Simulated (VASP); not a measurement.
Write the native input for VASP 6.6.1 that does the following.

| Property | Result |
| --- | --- |
| Task | single point |
| Functional | PBEsol |
| Potentials or basis | VASP PAW PBE potentials, release 64 (Ga_d, P) |
| Cutoff | 520 eV |
| k mesh | 8 × 8 × 8 |
| Occupations | fermi-dirac, width 0.05 eV |
| Spin | no spin polarisation |
| Dipole correction | no |
| Further INCAR settings | ALGO = Normal; EDIFF = 1e-06; NBANDS = 26 |

The structure of GaP lies in POSCAR:

```
GaP
1.0
    1.9299744123      1.1142712464      6.3876490005
   -1.9299744123      1.1142712464      6.3876490005
    0.0000000000     -2.2285424929      6.3876490005
Ga P
2 2
Direct
    0.5646280000      0.5646280000      0.5646280000
    0.4353720000      0.4353720000      0.4353720000
    0.9426110000      0.9426110000      0.9426110000
    0.0573890000      0.0573890000      0.0573890000
```

One way to write it, as run:

INCAR

```
ALGO = Normal
EDIFF = 1E-6
ENCUT = 520
GGA = PS
ISIF = 2
ISMEAR = -1
LASPH = T
LCHARG = F
LREAL = F
LWAVE = F
NBANDS = 26
NELM = 60
PREC = Accurate
SIGMA = 0.05
```

KPOINTS

```
k-points
0
Gamma
  8 8 8
```

Potentials or basis: VASP PAW PBE potentials, release 64 (Ga_d, P).

The run is started by

```bash
$ cat potpaw_PBE.64/Ga_d/POTCAR potpaw_PBE.64/P/POTCAR > POTCAR
$ mpirun -np 1 vasp_std > vasp.out
```

It gave:

```yaml
Pressure: -1.5 GPa
Largest_force: 0.142 eV/Å
Band_gap_on_the_k_mesh: 0.74 eV (least direct gap 1.05 eV)
```

Caveat: the PAW data sets were made with another functional, which shifts forces and pressure a little.

It took 5 min on 1 thread of Intel(R) Xeon(R) Platinum 8488C (Sapphire Rapids), on a shared host, peak memory 0.4 GiB.
